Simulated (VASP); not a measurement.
A run of VASP 6.6.1 is set up as follows.

POSCAR

```
YHg2
1.0
    4.8967285071     -0.0000000029      0.0000000000
   -2.4483642510      4.2406912840      0.0000000000
    0.0000000000      0.0000000000      3.5180931700
Y Hg
1 2
Direct
    0.0000000000      0.0000000000      0.0000000000
    0.3333333333      0.6666666667      0.5000000000
    0.6666666667      0.3333333333      0.5000000000
```

Contents of INCAR.step1:

```
PREC = Accurate
ENCUT = 520
ISMEAR = -1
SIGMA = 0.1
LREAL = F
LASPH = T
NELM = 60
NBANDS = 24
GGA = PE
ALGO = Normal
EDIFF = 1E-4
LWAVE = T
LCHARG = F
```

The input INCAR.step2:

```
PREC = Accurate
ENCUT = 520
EDIFF = 1E-6
ISMEAR = -1
SIGMA = 0.1
LREAL = F
LASPH = T
NELM = 60
ALGO = Normal
ISIF = 2
LWAVE = F
LCHARG = F
METAGGA = R2SCAN
LMIXTAU = T
NBANDS = 24
ISTART = 1
```

The input KPOINTS:

```
regular mesh
0
Gamma
  8 8 10
```

Potentials or basis: VASP PAW PBE potentials, release 64 (Y_sv, Hg).

The run is started by

```console
$ cat potpaw_PBE.64/Y_sv/POTCAR potpaw_PBE.64/Hg/POTCAR > POTCAR
$ cp INCAR.step1 INCAR
$ mpirun -np 1 vasp_std > vasp.out
$ cp INCAR.step2 INCAR
$ mpirun -np 1 vasp_std > vasp.out
```

(1) Estimate the pressure.

Results:

(1) -1.1 GPa.

Caveat: the PAW data sets were made with another functional, which shifts forces and pressure a little.
